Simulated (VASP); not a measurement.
Set up this calculation in VASP 6.6.1, as the native input.

```yaml
Task: relaxation of cell and atoms
Functional: PBE
Potentials_or_basis: VASP PAW PBE potentials, release 64 (H, Rh_pv)
Cutoff: 600 eV
k_mesh: 8 × 8 × 8
Occupations: gaussian, width 0.1 eV
Spin: no spin polarisation
Dipole_correction: no
Further_INCAR_settings: ALGO = Normal; EDIFF = 1e-06; IBRION = 2; EDIFFG = -0.04; NSW = 90; ISIF = 3
```

The structure of H2Rh lies in POSCAR:

```
H2Rh
1.0
   -1.3489431450      1.3489431450      3.3091261527
    1.3489431450     -1.3489431450      3.3091261527
    1.3489431450      1.3489431450     -3.3091261527
H Rh
2 1
Direct
    0.6650000000      0.6650000000      0.0000000000
    0.3350000000      0.3350000000      0.0000000000
    0.0000000000      0.0000000000      0.0000000000
```

The input as run:

INCAR

```
SYSTEM = H2Rh
ALGO = Normal
EDIFF = 1E-6
EDIFFG = -0.04
ENCUT = 600
GGA = PE
IBRION = 2
ISIF = 3
ISMEAR = 0
LASPH = .TRUE.
LCHARG = .FALSE.
LREAL = .FALSE.
LWAVE = .FALSE.
NELM = 100
NSW = 90
PREC = Accurate
SIGMA = 0.1
```

KPOINTS

```
k-points
0
G
  8 8 8
  0 0 0
```

Potentials or basis: VASP PAW PBE potentials, release 64 (H, Rh_pv).

Command:

```sh
$ cat potpaw_PBE.64/H/POTCAR potpaw_PBE.64/Rh_pv/POTCAR > POTCAR
$ mpirun -np 1 vasp_std > vasp.out
```

Results of the run:

```yaml
Relaxed_volume: 6.66 Å³/atom
Relaxed_cell: a = 3.210 Å, b = 3.210 Å, c = 3.210 Å, α = 127.94°, β = 127.94°, γ = 76.72°
Space_group_after_relaxing_to_0.05_Å: I4/mmm (No. 139)
Energy_gained_by_relaxing: 260.9 meV/atom
Ionic_steps: 9
Pressure_after_relaxing: 0.1 GPa
Largest_force_after_relaxing: 0.026 eV/Å
```

Caveat: the k points lie up to 0.39 Å⁻¹ apart in the final cell; the volume moved by over 15 % at a fixed basis, so the end points are rough.

Run time: 72 s on 1 thread of Intel(R) Xeon(R) 6975P-C (Granite Rapids), with other jobs on the host, peak memory 0.21 GiB.
